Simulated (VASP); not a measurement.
# Y (a cell with a defect) in VASP: single point with PBE

Aim: the single point of Y (a cell with a defect) with PBE.

Program: VASP 6.6.1. These are calculated values, not measurements. Logs are shortened: lines on timing, memory, paths and dates and some standing lists are left out, and cuts for length are marked.

## (1) The cell of the first run

The cell holds a defect, 7 atoms: a = 7.077 Å, b = 7.077 Å, c = 7.077 Å, α = 60.00°, β = 60.00°, γ = 60.00°.

## (2) Single point, PBE

INCAR reads:

```
SYSTEM = Y
ALGO = Normal
EDIFF = 1E-7
ENCUT = 520
GGA = PE
ISIF = 2
ISMEAR = -1
LASPH = .True.
LCHARG = .True.
LELF = .True.
LREAL = .False.
LVHAR = .True.
LWAVE = .False.
NBANDS = 48
NELM = 100
PREC = Accurate
SIGMA = 0.05
```

KPOINTS reads:

```
k-points
0
Gamma
  3 3 3
  0 0 0
```

POSCAR reads:

```
Y
1.0
    0.0000000000      5.0042020000      5.0042020000
    5.0042020000      0.0000000000      5.0042020000
    5.0042020000      5.0042020000      0.0000000000
Y
7
Direct
    0.0296968428      0.0648548959     -0.1074419058
   -0.0300139763     -0.0700499300      0.4900093961
    0.0001481755      0.4975008003      0.2519963223
    0.4998394349     -0.0025291745      0.0353613823
    0.4997874786     -0.0022564037      0.4675018115
    0.5690511694      0.5267223425      0.0121413964
    0.4311846324      0.4683811725      0.6104843490
```

Potentials or basis: VASP PAW PBE potentials, release 64 (Y_sv).

Launch:

```
$ cat potpaw_PBE.64/Y_sv/POTCAR > POTCAR
$ mpirun -np 1 vasp_std > vasp.out
```

OUTCAR:

```text
SYSTEM = Y
   EDIFF = 1E-7
   ENCUT = 520
   GGA = PE
   ISIF = 2
   ISMEAR = -1
   LASPH = .True.
   LREAL = .False.
   NELM = 100
   PREC = Accurate

 ion  position               nearest neighbor table
   1  0.030  0.065  0.893-   5 3.19   6 3.37   3 3.57   4 3.58   2 3.68   2 3.68   4 3.69   6 3.91
                             5 3.93   3 4.05   7 4.12
   2  0.970  0.930  0.490-   5 3.19   7 3.37   3 3.57   4 3.58   1 3.68   1 3.68   4 3.69   7 3.91
                             5 3.93   3 4.05   6 4.11
   3  0.000  0.498  0.252-   1 3.57   2 3.57   6 3.58   7 3.58   5 3.85   5 3.85   4 3.86   4 3.86
                             2 4.05   1 4.05   7 4.05   6 4.05
   4  0.500  0.997  0.035-   5 3.06   6 3.19   7 3.19   1 3.58   2 3.58   2 3.69   1 3.69   3 3.86
                             3 3.86   7 3.93   6 3.93   5 4.02
   5  0.500  0.998  0.468-   4 3.06   1 3.19   2 3.19   7 3.58   6 3.58   7 3.69   6 3.69   3 3.85
                             3 3.85   1 3.93   2 3.93   4 4.02
   6  0.569  0.527  0.012-   4 3.19   1 3.37   3 3.58   5 3.58   7 3.68   7 3.68   5 3.69   1 3.91
                             4 3.93   3 4.05   2 4.11
   7  0.431  0.468  0.610-   4 3.19   2 3.37   3 3.58   5 3.58   6 3.68   6 3.68   5 3.69   2 3.91
                             4 3.93   3 4.05   1 4.12

  LATTYP: Found a face centered cubic cell.
 ALAT       =    10.0084040000

  Lattice vectors:

 A1 = (   0.0000000000,   5.0042020000,   5.0042020000)
 A2 = (   5.0042020000,   0.0000000000,   5.0042020000)
 A3 = (   5.0042020000,   5.0042020000,   0.0000000000)

Analysis of symmetry for initial positions (statically):
=====================================================================
 Subroutine PRICEL returns:
 Original cell was already a primitive cell.

 Routine SETGRP: Setting up the symmetry group for a
 face centered cubic supercell.

 Subroutine GETGRP returns: Found  1 space group operations
 (whereof  1 operations were pure point group operations)
 out of a pool of 48 trial point group operations.

The static configuration has the point symmetry C_1 .

Analysis of symmetry for dynamics (positions and initial velocities):
=====================================================================
 Subroutine PRICEL returns:
 Original cell was already a primitive cell.

 Routine SETGRP: Setting up the symmetry group for a
 face centered cubic supercell.

 Subroutine GETGRP returns: Found  1 space group operations
 (whereof  1 operations were pure point group operations)
 out of a pool of 48 trial point group operations.

The dynamic configuration has the point symmetry C_1 .

 Subroutine INISYM returns: Found  1 space group operations
 (whereof  1 operations are pure point group operations),
 and found     1 'primitive' translations

----------------------------------------------------------------------------------------

                                     Primitive cell

  volume of cell :     250.6308

  direct lattice vectors                    reciprocal lattice vectors
     0.000000000  5.004202000  5.004202000    -0.099916031  0.099916031  0.099916031
     5.004202000  0.000000000  5.004202000     0.099916031 -0.099916031  0.099916031
     5.004202000  5.004202000  0.000000000     0.099916031  0.099916031 -0.099916031

  length of vectors
     7.077010337  7.077010337  7.077010337     0.173059641  0.173059641  0.173059641

  position of ions in fractional coordinates (direct lattice)
     0.029696843  0.064854896  0.892558094
     0.969986024  0.929950070  0.490009396
     0.000148176  0.497500800  0.251996322
     0.499839435  0.997470826  0.035361382
     0.499787479  0.997743596  0.467501812
     0.569051169  0.526722343  0.012141396
     0.431184632  0.468381173  0.610484349

  ion indices of the primitive-cell ions
   primitive index   ion index
                 1           1
                 2           2
                 3           3
                 4           4
                 5           5
                 6           6
                 7           7

----------------------------------------------------------------------------------------

 KPOINTS: k-points

Automatic generation of k-mesh.
 Grid dimensions read from file:
 generate k-points for:    3    3    3

 Generating k-lattice:

  Cartesian coordinates                     Fractional coordinates (reciprocal lattice)
    -0.033305344  0.033305344  0.033305344     0.333333333  0.000000000  0.000000000
     0.033305344 -0.033305344  0.033305344     0.000000000  0.333333333  0.000000000
     0.033305344  0.033305344 -0.033305344     0.000000000  0.000000000  0.333333333

  Length of vectors
     0.057686547  0.057686547  0.057686547

  Shift w.r.t. Gamma in fractional coordinates (k-lattice)
     0.000000000  0.000000000  0.000000000

 Subroutine IBZKPT returns following result:
 ===========================================

 Found     14 irreducible k-points:

 Following reciprocal coordinates:
            Coordinates               Weight
  0.000000  0.000000  0.000000      1.000000
  0.333333  0.000000  0.000000      2.000000
  0.000000  0.333333  0.000000      2.000000
  0.000000  0.000000  0.333333      2.000000
  0.333333  0.333333  0.333333      2.000000
  0.333333  0.333333  0.000000      2.000000
  0.000000  0.333333  0.333333      2.000000
  0.333333  0.000000  0.333333      2.000000
 -0.333333  0.333333  0.000000      2.000000
  0.000000 -0.333333  0.333333      2.000000
  0.333333  0.000000 -0.333333      2.000000
  0.333333  0.333333 -0.333333      2.000000
 -0.333333  0.333333 -0.333333      2.000000
  0.333333 -0.333333 -0.333333      2.000000
   k-points           NKPTS =     14   k-points in BZ     NKDIM =     14   number of bands    NBANDS=     48
   number of dos      NEDOS =    301   number of ions     NIONS =      7
   total plane-waves  NPLWV = 157464
   dimension x,y,z NGX =    54 NGY =   54 NGZ =   54
   dimension x,y,z NGXF=   108 NGYF=  108 NGZF=  108
   ions per type =               7
   NGX,Y,Z   is equivalent  to a cutoff of  12.69, 12.69, 12.69 a.u.
   NGXF,Y,Z  is equivalent  to a cutoff of  25.37, 25.37, 25.37 a.u.
 SYSTEM =  Y
   PREC   = accura    normal or accurate (medium, high low for compatibility)
   ISTART =      0    job   : 0-new  1-cont  2-samecut
   ICHARG =      2    charge: 1-file 2-atom 10-const
   ISPIN  =      1    spin polarized calculation?
   LNONCOLLINEAR =      F non collinear calculations
   LSORBIT =      F    spin-orbit coupling
   LASPH  =      T    aspherical Exc in radial PAW
   ENCUT  =  520.0 eV  38.22 Ry    6.18 a.u.  13.16 13.16 13.16*2*pi/ulx,y,z
   NELM   =    100;   NELMIN=  2; NELMDL= -5     # of ELM steps
   EDIFF  = 0.1E-06   stopping-criterion for ELM
   LREAL  =      F    real-space projection
   EDIFFG = 0.1E-05   stopping-criterion for IOM
   NSW    =      0    number of steps for IOM
   IBRION =     -1    ionic relax: 0-MD 1-quasi-New 2-CG
   NFREE  =      0    steps in history (QN), initial steepest desc. (CG)
   ISIF   =      2    stress and relaxation
   ISYM   =      2    0-nonsym 1-usesym 2-fastsym
   POTIM  = 0.5000    time-step for ionic-motion
   TEBEG  =    0.0;   TEEND  =   0.0 temperature during run
   PSTRESS=    0.0 pullay stress
   NELECT =      77.0000    total number of electrons
   NUPDOWN=      -1.0000    fix difference up-down
   EMIN   =  10.00;   EMAX   =-10.00  energy-range for DOS
   EFERMI =   0.00;   METHOD = LEGACY
   ISMEAR =    -1;   SIGMA  =   0.05  broadening in eV -4-tet -1-fermi 0-gaus
   EFERMI_NEDOS =   21; number of points for ismear=-14 and -15
   IALGO  =     38    algorithm
   IMIX   =      4    mixing-type and parameters
     AMIX     =   0.40;   BMIX     =  1.00
     AMIX_MAG =   1.60;   BMIX_MAG =  1.00
  volume/ion in A,a.u.               =      35.80       241.62
  Fermi-wavevector in a.u.,A,eV,Ry     =   1.104656  2.087496 16.602700  1.220264
  Thomas-Fermi vector in A             =   2.241132
   LORBIT       =      0    0 simple, 1 ext, 2 COOP (PROOUT), +10 PAW based schemes
   GGA     = PE    functional components
   LHFCALC =     F    Hartree Fock is set to
   AEXX    =    0.0000 exact exchange contribution
   IVDW    =     0    specifies the selected vdW correction
   LEPSILON=     F    determine dielectric tensor
   LRPA    =     F    only Hartree local field effects (RPA)
 non-spin polarized calculation
  energy-cutoff  :      520.00
  volume of cell :      250.63
 maximum number of plane-waves:      6774
 NGX is ok and might be reduce to    54
   NGX = 27   NGY = 27   NGZ = 27

 number of electron      77.0000001 magnetization

 Free energy of the ion-electron system (eV)
  ---------------------------------------------------
  ext. energy  EPLUGINS =         0.00000000
  ---------------------------------------------------
  free energy    TOTEN  =       -43.52584738 eV

  energy without entropy =      -43.43641719  energy(sigma->0) =      -43.48113229

 E-fermi :   2.5222     XC(G=0):  -9.0689

 val. band max:        2.4990385927   @ k =  -0.3333   0.3333  -0.3333
 cond. band min:       2.5263752577   @ k =   0.0000   0.3333   0.0000
 fundamental gap:      0.0273366650
 Fermi energy:         2.5222192732

 k-point     1 :       0.0000    0.0000    0.0000
  band No.  band energies     occupation
      1     -40.6697      2.00000
      2     -40.4931      2.00000
      3     -40.4726      2.00000
      4     -40.4622      2.00000
      5     -40.4491      2.00000
      6     -40.0593      2.00000
[... 40 lines left out ...]
     47       4.2510      0.00000
     48       4.3764      0.00000

 k-point     2 :       0.3333    0.0000    0.0000
  band No.  band energies     occupation
      1     -40.6694      2.00000
      2     -40.4870      2.00000
      3     -40.4765      2.00000
      4     -40.4595      2.00000
      5     -40.4537      2.00000
      6     -40.0604      2.00000
[... 604 lines left out ...]
 k-point    14 :       0.3333   -0.3333   -0.3333
  band No.  band energies     occupation
      1     -40.6693      2.00000
      2     -40.4822      2.00000
      3     -40.4776      2.00000
      4     -40.4609      2.00000
      5     -40.4556      2.00000
      6     -40.0603      2.00000
[... 40 lines left out ...]
     47       3.7760      0.00000
     48       3.9302      0.00000

------------------------ aborting loop because EDIFF is reached ----------------------------------------

  FORCE on cell =-STRESS in cart. coord.  units (eV):
  Direction    XX          YY          ZZ          XY          YZ          ZX
  --------------------------------------------------------------------------------------
  -------------------------------------------------------------------------------------
  Total       -4.1731206     -4.1760931     -4.4424796     -0.7139310     -0.0055499      0.0055961
  in kB      -26.6770022    -26.6960040    -28.3989008     -4.5638603     -0.0354779      0.0357736
  external PRESSURE =     -27.2573023 kB  Pullay stress =       0.0000000 kB

 VOLUME and BASIS-vectors are now :
 -----------------------------------------------------------------------------
  energy-cutoff  :      520.00
  volume of cell :      250.63
      direct lattice vectors                 reciprocal lattice vectors
     0.000000000  5.004202000  5.004202000    -0.099916031  0.099916031  0.099916031
     5.004202000  0.000000000  5.004202000     0.099916031 -0.099916031  0.099916031
     5.004202000  5.004202000  0.000000000     0.099916031  0.099916031 -0.099916031

 POSITION                                       TOTAL-FORCE (eV/Angst)
 -----------------------------------------------------------------------------------
      4.79109      4.61515      0.47316        -0.000347     -0.009961      0.009085
      7.10576      7.30611      9.50766        -0.012543     -0.001777     -0.006929
      3.75063      1.26178      2.49034         0.000695     -0.001858     -0.002641
      5.16850      2.67825      7.49284        -0.017586     -0.018809      0.001000
      7.33238      4.84051      7.49395         0.015904      0.019358     -0.000310
      2.69658      2.90841      5.48347         0.002827      0.013589      0.008616
      5.39886      5.21272      4.50161         0.011050     -0.000543     -0.008820
 -----------------------------------------------------------------------------------
    total drift:                               -0.000016      0.000029     -0.000040

  FREE ENERGIE OF THE ION-ELECTRON SYSTEM (eV)
  ---------------------------------------------------
  free  energy   TOTEN  =       -43.5258473762 eV

  energy  without entropy=      -43.4364171944  energy(sigma->0) =      -43.48113229
```

Run time: 9.7 min. Hardware: 1 thread of Intel Xeon 8259CL, shared host; peak memory 0.45 GiB.

Results:

- Free energy: -43.5258 eV
- Pressure: -2.7 GPa
- Largest force: 0.026 eV/Å
- Band gap on the k mesh: zero (an odd number of electrons rules out a gap without spin polarisation)

Forces in eV/Å, atoms in the order of the input:
```
Y    0.000 -0.010  0.009
Y   -0.013 -0.002 -0.007
Y    0.001 -0.002 -0.003
Y   -0.018 -0.019  0.001
Y    0.016  0.019  0.000
Y    0.003  0.014  0.009
Y    0.011 -0.001 -0.009
```

Stress tensor (GPa, compression positive):
```
-2.67 -0.46  0.00
-0.46 -2.67  0.00
 0.00  0.00 -2.84
```

Caveat: the k points lie up to 0.36 Å⁻¹ apart, too coarse for converged energies and pressures of a metal.
